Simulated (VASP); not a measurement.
# BaO (Fm-3m) in VASP: single point with LDA

Aim: the single point of BaO with LDA.

Everything below comes from runs of VASP 6.6.1. Logs are shortened: lines on timing, memory, paths and dates and some standing lists are left out, and cuts for length are marked.

## (1) The cell of the first run

The structure is cubic, space group Fm-3m (No. 225). The conventional cell has a = 5.434 Å, b = 5.434 Å, c = 5.434 Å, α = 90.00°, β = 90.00°, γ = 90.00°. Within 3.6 Å of Ba (site symmetry m-3m) lie 6 O at 2.72 Å. Within 3.6 Å of O (site symmetry m-3m) lie 6 Ba at 2.72 Å.

## (2) Single point, LDA

The input, INCAR:

```
  ALGO = Normal
  EDIFF = 1E-6
  ENCUT = 1340
  GGA = CA
  GGA_COMPAT = False
  ISIF = 2
  ISMEAR = 0
  LASPH = True
  LCHARG = False
  LREAL = False
  LWAVE = False
  NBANDS = 15
  NELM = 120
  PREC = Accurate
  SIGMA = 0.02
```

The input, KPOINTS:

```
k-points
0
Gamma
  8 8 8
```

The input, POSCAR:

```
BaO
1.0
    0.0000000000      2.7170902327      2.7170902327
    2.7170902327      0.0000000000      2.7170902327
    2.7170902327      2.7170902327      0.0000000000
Ba O
1 1
Direct
    0.0000000000      0.0000000000      0.0000000000
    0.5000000000      0.5000000000      0.5000000000
```

Potentials or basis: VASP PAW LDA potentials, release 64 (Ba_sv, O_h).

The run is started by

```
$ cat potpaw_LDA.64/Ba_sv/POTCAR potpaw_LDA.64/O_h/POTCAR > POTCAR
$ mpirun -np 1 vasp_std > vasp.out
```

OUTCAR:

```text
EDIFF = 1E-6
   ENCUT = 1340
   GGA = CA
   ISIF = 2
   ISMEAR = 0
   LASPH = True
   LREAL = False
   NELM = 120
   PREC = Accurate

 ion  position               nearest neighbor table
   1  0.000  0.000  0.000-   2 2.72   2 2.72   2 2.72   2 2.72   2 2.72   2 2.72
   2  0.500  0.500  0.500-   1 2.72   1 2.72   1 2.72   1 2.72   1 2.72   1 2.72

  LATTYP: Found a face centered cubic cell.
 ALAT       =     5.4341804654

  Lattice vectors:

 A1 = (   0.0000000000,   2.7170902327,   2.7170902327)
 A2 = (   2.7170902327,   0.0000000000,   2.7170902327)
 A3 = (   2.7170902327,   2.7170902327,   0.0000000000)

Analysis of symmetry for initial positions (statically):
=====================================================================
 Subroutine PRICEL returns:
 Original cell was already a primitive cell.

 Routine SETGRP: Setting up the symmetry group for a
 face centered cubic supercell.

 Subroutine GETGRP returns: Found 48 space group operations
 (whereof 48 operations were pure point group operations)
 out of a pool of 48 trial point group operations.

The static configuration has the point symmetry O_h .

Analysis of symmetry for dynamics (positions and initial velocities):
=====================================================================
 Subroutine PRICEL returns:
 Original cell was already a primitive cell.

 Routine SETGRP: Setting up the symmetry group for a
 face centered cubic supercell.

 Subroutine GETGRP returns: Found 48 space group operations
 (whereof 48 operations were pure point group operations)
 out of a pool of 48 trial point group operations.

The dynamic configuration has the point symmetry O_h .

 Subroutine INISYM returns: Found 48 space group operations
 (whereof 48 operations are pure point group operations),
 and found     1 'primitive' translations

----------------------------------------------------------------------------------------

                                     Primitive cell

  volume of cell :      40.1183

  direct lattice vectors                    reciprocal lattice vectors
     0.000000000  2.717090233  2.717090233    -0.184020388  0.184020388  0.184020388
     2.717090233  0.000000000  2.717090233     0.184020388 -0.184020388  0.184020388
     2.717090233  2.717090233  0.000000000     0.184020388  0.184020388 -0.184020388

  length of vectors
     3.842545857  3.842545857  3.842545857     0.318732662  0.318732662  0.318732662

  position of ions in fractional coordinates (direct lattice)
     0.000000000  0.000000000  0.000000000
     0.500000000  0.500000000  0.500000000

  ion indices of the primitive-cell ions
   primitive index   ion index
                 1           1
                 2           2

----------------------------------------------------------------------------------------

 KPOINTS: k-points

Automatic generation of k-mesh.
 Grid dimensions read from file:
 generate k-points for:    8    8    8

 Generating k-lattice:

  Cartesian coordinates                     Fractional coordinates (reciprocal lattice)
    -0.023002549  0.023002549  0.023002549     0.125000000  0.000000000  0.000000000
     0.023002549 -0.023002549  0.023002549     0.000000000  0.125000000  0.000000000
     0.023002549  0.023002549 -0.023002549     0.000000000  0.000000000  0.125000000

  Length of vectors
     0.039841583  0.039841583  0.039841583

  Shift w.r.t. Gamma in fractional coordinates (k-lattice)
     0.000000000  0.000000000  0.000000000

 Subroutine IBZKPT returns following result:
 ===========================================

 Found     29 irreducible k-points:

 Following reciprocal coordinates:
            Coordinates               Weight
  0.000000  0.000000  0.000000      1.000000
  0.125000  0.000000  0.000000      8.000000
  0.250000  0.000000  0.000000      8.000000
  0.375000  0.000000  0.000000      8.000000
  0.500000  0.000000  0.000000      4.000000
  0.125000  0.125000  0.000000      6.000000
[... 16 lines left out ...]
  0.500000  0.250000  0.125000     48.000000
 -0.375000  0.250000  0.125000     24.000000
 [... further k-points ...]
   k-points           NKPTS =     29   k-points in BZ     NKDIM =     29   number of bands    NBANDS=     15
   number of dos      NEDOS =    301   number of ions     NIONS =      2
   total plane-waves  NPLWV = 110592
   dimension x,y,z NGX =    48 NGY =   48 NGZ =   48
   dimension x,y,z NGXF=    96 NGYF=   96 NGZF=   96
   ions per type =               1   1
   NGX,Y,Z   is equivalent  to a cutoff of  20.77, 20.77, 20.77 a.u.
   NGXF,Y,Z  is equivalent  to a cutoff of  41.53, 41.53, 41.53 a.u.
 SYSTEM =  unknown system
   PREC   = accura    normal or accurate (medium, high low for compatibility)
   ISTART =      0    job   : 0-new  1-cont  2-samecut
   ICHARG =      2    charge: 1-file 2-atom 10-const
   ISPIN  =      1    spin polarized calculation?
   LNONCOLLINEAR =      F non collinear calculations
   LSORBIT =      F    spin-orbit coupling
   LASPH  =      T    aspherical Exc in radial PAW
   ENCUT  = 1340.0 eV  98.49 Ry    9.92 a.u.  11.47 11.47 11.47*2*pi/ulx,y,z
   NELM   =    120;   NELMIN=  2; NELMDL= -5     # of ELM steps
   EDIFF  = 0.1E-05   stopping-criterion for ELM
   LREAL  =      F    real-space projection
   EDIFFG = 0.1E-04   stopping-criterion for IOM
   NSW    =      0    number of steps for IOM
   IBRION =     -1    ionic relax: 0-MD 1-quasi-New 2-CG
   NFREE  =      0    steps in history (QN), initial steepest desc. (CG)
   ISIF   =      2    stress and relaxation
   ISYM   =      2    0-nonsym 1-usesym 2-fastsym
   POTIM  = 0.5000    time-step for ionic-motion
   TEBEG  =    0.0;   TEEND  =   0.0 temperature during run
   PSTRESS=    0.0 pullay stress
   NELECT =      16.0000    total number of electrons
   NUPDOWN=      -1.0000    fix difference up-down
   EMIN   =  10.00;   EMAX   =-10.00  energy-range for DOS
   EFERMI =   0.00;   METHOD = LEGACY
   ISMEAR =     0;   SIGMA  =   0.02  broadening in eV -4-tet -1-fermi 0-gaus
   EFERMI_NEDOS =   21; number of points for ismear=-14 and -15
   IALGO  =     38    algorithm
   IMIX   =      4    mixing-type and parameters
     AMIX     =   0.40;   BMIX     =  1.00
     AMIX_MAG =   1.60;   BMIX_MAG =  1.00
  volume/ion in A,a.u.               =      20.06       135.37
  Fermi-wavevector in a.u.,A,eV,Ry     =   1.205038  2.277192 19.757248  1.452117
  Thomas-Fermi vector in A             =   2.340746
   LORBIT       =      0    0 simple, 1 ext, 2 COOP (PROOUT), +10 PAW based schemes
   GGA     = CA    functional components
   LHFCALC =     F    Hartree Fock is set to
   AEXX    =    0.0000 exact exchange contribution
   IVDW    =     0    specifies the selected vdW correction
   LEPSILON=     F    determine dielectric tensor
   LRPA    =     F    only Hartree local field effects (RPA)
 non-spin polarized calculation
 Gauss-broadening in eV      SIGMA  =   0.02
  energy-cutoff  :     1340.00
  volume of cell :       40.12
 maximum number of plane-waves:      4520
 NGX is ok and might be reduce to    48
   NGX = 23   NGY = 23   NGZ = 23

 number of electron      16.0000000 magnetization

 Free energy of the ion-electron system (eV)
  ---------------------------------------------------
  ext. energy  EPLUGINS =         0.00000000
  ---------------------------------------------------
  free energy    TOTEN  =       -13.11041306 eV

  energy without entropy =      -13.11041306  energy(sigma->0) =      -13.11041306

 E-fermi :   2.2622     XC(G=0): -10.3337

 val. band max:        2.1615301704   @ k =   0.5000   0.5000   0.0000
 cond. band min:       3.7614341725   @ k =   0.5000   0.5000   0.0000
 fundamental gap:      1.5999040021
 Fermi energy:         2.2621787085

 k-point     1 :       0.0000    0.0000    0.0000
  band No.  band energies     occupation
      1     -23.6288      2.00000
      2     -12.7145      2.00000
      3      -8.0155      2.00000
      4      -8.0155      2.00000
      5      -8.0155      2.00000
      6       1.6330      2.00000
      7       1.6330      2.00000
      8       1.6330      2.00000
      9       5.7223      0.00000
     10       6.7061      0.00000
     11       6.7061      0.00000
     12       6.7061      0.00000
     13       9.1706      0.00000
     14       9.1706      0.00000
     15      11.8493      0.00000

 k-point     2 :       0.1250    0.0000    0.0000
  band No.  band energies     occupation
      1     -23.5818      2.00000
      2     -12.8546      2.00000
      3      -8.0483      2.00000
      4      -8.0365      2.00000
      5      -8.0365      2.00000
      6       1.2673      2.00000
      7       1.4059      2.00000
      8       1.4059      2.00000
      9       6.3624      0.00000
     10       6.6017      0.00000
     11       7.0203      0.00000
     12       7.0203      0.00000
     13       9.6148      0.00000
     14       9.6148      0.00000
     15      12.8981      0.00000

 k-point     3 :       0.2500    0.0000    0.0000
  band No.  band energies     occupation
      1     -23.4647      2.00000
      2     -13.1922      2.00000
      3      -8.1214      2.00000
      4      -8.0856      2.00000
      5      -8.0856      2.00000
      6       0.5843      2.00000
      7       0.9259      2.00000
      8       0.9259      2.00000
      9       6.4728      0.00000
     10       7.8746      0.00000
     11       7.8746      0.00000
     12       8.0597      0.00000
     13      10.7063      0.00000
     14      10.7063      0.00000
     15      15.1762      0.00000
[... 343 lines left out ...]
 k-point    23 :       0.5000    0.2500    0.1250
  band No.  band energies     occupation
      1     -23.2831      2.00000
      2     -13.3990      2.00000
      3      -8.7627      2.00000
      4      -8.5785      2.00000
      5      -8.1355      2.00000
      6       0.4533      2.00000
      7       0.7360      2.00000
      8       1.4600      2.00000
      9       6.1062      0.00000
     10       8.1698      0.00000
     11       9.6934      0.00000
     12       9.8393      0.00000
     13      11.9963      0.00000
     14      13.4995      0.00000
     15      15.1505      0.00000

 k-point    24 :      -0.3750    0.2500    0.1250
  band No.  band energies     occupation
      1     -23.2418      2.00000
      2     -13.4644      2.00000
      3      -8.7873      2.00000
      4      -8.7591      2.00000
      5      -8.1199      2.00000
      6       0.3238      2.00000
      7       1.0526      2.00000
      8       1.1107      2.00000
      9       6.9113      0.00000
     10       7.5433      0.00000
     11      10.1887      0.00000
     12      10.3028      0.00000
     13      12.6227      0.00000
     14      14.2083      0.00000
     15      14.5638      0.00000

 [... further k-points ...]
[... 5 lines left out ...]
  --------------------------------------------------------------------------------------
  -------------------------------------------------------------------------------------
  Total        0.5486994      0.5486994      0.5486994      0.0000000     -0.0000000     -0.0000000
  in kB       21.9130534     21.9130534     21.9130534      0.0000000     -0.0000000     -0.0000000
  external PRESSURE =      21.9130534 kB  Pullay stress =       0.0000000 kB

 VOLUME and BASIS-vectors are now :
 -----------------------------------------------------------------------------
  energy-cutoff  :     1340.00
  volume of cell :       40.12
      direct lattice vectors                 reciprocal lattice vectors
     0.000000000  2.717090233  2.717090233    -0.184020388  0.184020388  0.184020388
     2.717090233  0.000000000  2.717090233     0.184020388 -0.184020388  0.184020388
     2.717090233  2.717090233  0.000000000     0.184020388  0.184020388 -0.184020388

 POSITION                                       TOTAL-FORCE (eV/Angst)
 -----------------------------------------------------------------------------------
      0.00000      0.00000      0.00000         0.000000     -0.000000      0.000000
      2.71709      2.71709      2.71709        -0.000000      0.000000     -0.000000
 -----------------------------------------------------------------------------------
    total drift:                               -0.000000     -0.000000     -0.000000

  FREE ENERGIE OF THE ION-ELECTRON SYSTEM (eV)
  ---------------------------------------------------
  free  energy   TOTEN  =       -13.1104130599 eV

  energy  without entropy=      -13.1104130599  energy(sigma->0) =      -13.11041306
```

It took 55 s on 1 thread of Intel Xeon Platinum 8259CL at 2.50GHz (Skylake/Cascade Lake), shared host; peak memory 0.31 GiB.

Results:

```yaml
Free_energy: -13.1104 eV
Pressure: 2.2 GPa
Band_gap_on_the_k_mesh: 1.60 eV
```

Caveat: spin-orbit coupling is left out, which moves the levels of the heavy elements. A k mesh can miss the band edges.
